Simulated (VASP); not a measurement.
Input of a VASP 6.6.1 run:

Contents of POSCAR:

```
BN
1.0
    2.4534191117      0.0000000000      0.0000000000
   -1.2267095558      2.1247232768      0.0000000000
    0.0000000000      0.0000000000      5.9999779511
B N
2 2
Direct
    0.3333333333      0.6666666667      0.2500000000
    0.6666666667      0.3333333333      0.7500000000
    0.3333333333      0.6666666667      0.7500000000
    0.6666666667      0.3333333333      0.2500000000
```

The input INCAR.step1:

```
SYSTEM = BN
PREC = Accurate
ENCUT = 660
ISMEAR = 0
SIGMA = 0.05
LREAL = .FALSE.
LASPH = .TRUE.
NELM = 120
GGA = PE
ALGO = Normal
EDIFF = 1E-5
LWAVE = .TRUE.
LCHARG = .FALSE.
GGA_COMPAT = .FALSE.
IBRION = 2
ISIF = 3
EDIFFG = -0.005
NELMIN = 4
NSW = 100
```

File INCAR.step2:

```
SYSTEM = BN
PREC = Accurate
ENCUT = 660
EDIFF = 1E-7
ISMEAR = 0
SIGMA = 0.05
LREAL = .FALSE.
LASPH = .TRUE.
NELM = 120
ALGO = Normal
ISIF = 4
LWAVE = .FALSE.
LCHARG = .FALSE.
METAGGA = R2SCAN
LMIXTAU = .TRUE.
IVDW = 12
VDW_S6 = 1.0
VDW_S8 = 0.78981345
VDW_A1 = 0.49484001
VDW_A2 = 5.73083694
IBRION = 2
NSW = 60
EDIFFG = -0.01
ISTART = 1
GGA_COMPAT = .FALSE.
NELMIN = 4
```

The input KPOINTS:

```
Automatic mesh
0
G
  10 10 4
  0 0 0
```

Potentials or basis: VASP PAW PBE potentials, release 64 (B, N).

Launch:

```bash
$ cat potpaw_PBE.64/B/POTCAR potpaw_PBE.64/N/POTCAR > POTCAR
$ cp INCAR.step1 INCAR
$ mpirun -np 1 vasp_std > vasp.out
$ cp INCAR.step2 INCAR
$ mpirun -np 1 vasp_std > vasp.out
```

(1) What does it give for the dispersion energy per atom?

(2) Estimate the band gap on the k mesh.

Results:

(1) -0.079 eV.

(2) 4.78 eV (least direct gap 5.01 eV).
